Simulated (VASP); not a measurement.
Set up this calculation in VASP 6.6.1, as the native input.

| Property | Result |
| --- | --- |
| Task | relaxation of cell and atoms |
| Functional | PBE |
| Potentials or basis | VASP PAW PBE potentials, release 64 (V_sv) |
| Cutoff | 600 eV |
| k mesh | 18 × 18 × 18 |
| Occupations | gaussian, width 0.1 eV |
| Spin | no spin polarisation |
| Dipole correction | no |
| Further INCAR settings | ALGO = Fast; EDIFF = 1e-07; IBRION = 2; EDIFFG = -0.005; NSW = 100; ISIF = 3 |

The structure of V lies in POSCAR:

```
V
1.0
    0.0000000000      1.8963810953      1.8963810953
    1.8963810953      0.0000000000      1.8963810953
    1.8963810953      1.8963810953      0.0000000000
V
1
Direct
    0.0000000000      0.0000000000      0.0000000000
```

The input as run:

INCAR

```
SYSTEM = V
PREC     = Accurate       ! precision mode
ENCUT    = 600            ! plane-wave cutoff, eV
EDIFF    = 1E-7           ! SCF threshold, eV
ISMEAR   = 0              ! smearing method
SIGMA    = 0.1            ! smearing width, eV
LREAL    = .False.        ! projectors in reciprocal space
LASPH    = .True.         ! aspherical terms in the spheres
NELM     = 100            ! most SCF steps
ALGO     = Fast           ! electronic algorithm
ISIF     = 3              ! what is computed and relaxed
LWAVE    = .False.        ! write WAVECAR
LCHARG   = .False.        ! write CHGCAR
GGA      = PE             ! functional
IBRION   = 2              ! ionic algorithm
NSW      = 100            ! ionic steps
EDIFFG   = -0.005         ! ionic threshold
```

KPOINTS

```
regular mesh
0
Gamma
  18 18 18
  0 0 0
```

Potentials or basis: VASP PAW PBE potentials, release 64 (V_sv).

The run is started by

```console
$ cat potpaw_PBE.64/V_sv/POTCAR > POTCAR
$ mpirun -np 1 vasp_std > vasp.out
```

Results of the run:

The relaxed volume is 13.91 Å³/atom, the relaxed cell is a = 2.699 Å, b = 2.699 Å, c = 2.699 Å, α = 60.00°, β = 60.00°, γ = 60.00° and the space group after relaxing (to 0.05 Å) is Fm-3m (No. 225). The energy gained by relaxing is 3.0 meV/atom and the ionic steps are 5. The pressure after relaxing is 0.0 GPa.

Wall time 62 s on 1 thread of Intel(R) Xeon(R) Platinum 8488C (Sapphire Rapids) (shared host), peak memory 0.17 GiB.
